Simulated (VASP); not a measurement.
A run of VASP 6.6.1 is set up as follows.

INCAR

```
SYSTEM = Na
ALGO = Fast
EDIFF = 1E-7
ENCUT = 520
GGA = PE
ISIF = 2
ISMEAR = 0
LASPH = .True.
LCHARG = .False.
LREAL = .False.
LWAVE = .False.
NBANDS = 22
NELM = 80
PREC = Accurate
SIGMA = 0.1
```

KPOINTS

```
k-points
0
Gamma
  18 18 6
  0 0 0
```

Contents of POSCAR:

```
Na
1.0
    2.8391164847      0.0000000000      0.0000000000
   -1.4195582424      2.4587470000      0.0000000000
    0.0000000000      0.0000000000      9.2969404143
Na
4
Direct
    0.0000000000      0.0000000000      0.0000000000
    0.3333333333      0.6666666667      0.2500000000
    0.0000000000      0.0000000000      0.5000000000
    0.6666666667      0.3333333333      0.7500000000
```

Potentials or basis: VASP PAW PBE potentials, release 64 (Na_pv).

Launch:

```console
$ cat potpaw_PBE.64/Na_pv/POTCAR > POTCAR
$ mpirun -np 1 vasp_std > vasp.out
```

Predict the band gap on the k mesh.

zero (band 14 reaches 6.25 eV, above the bottom of band 15 at 0.58 eV).

Estimate the pressure.

30.1 GPa.
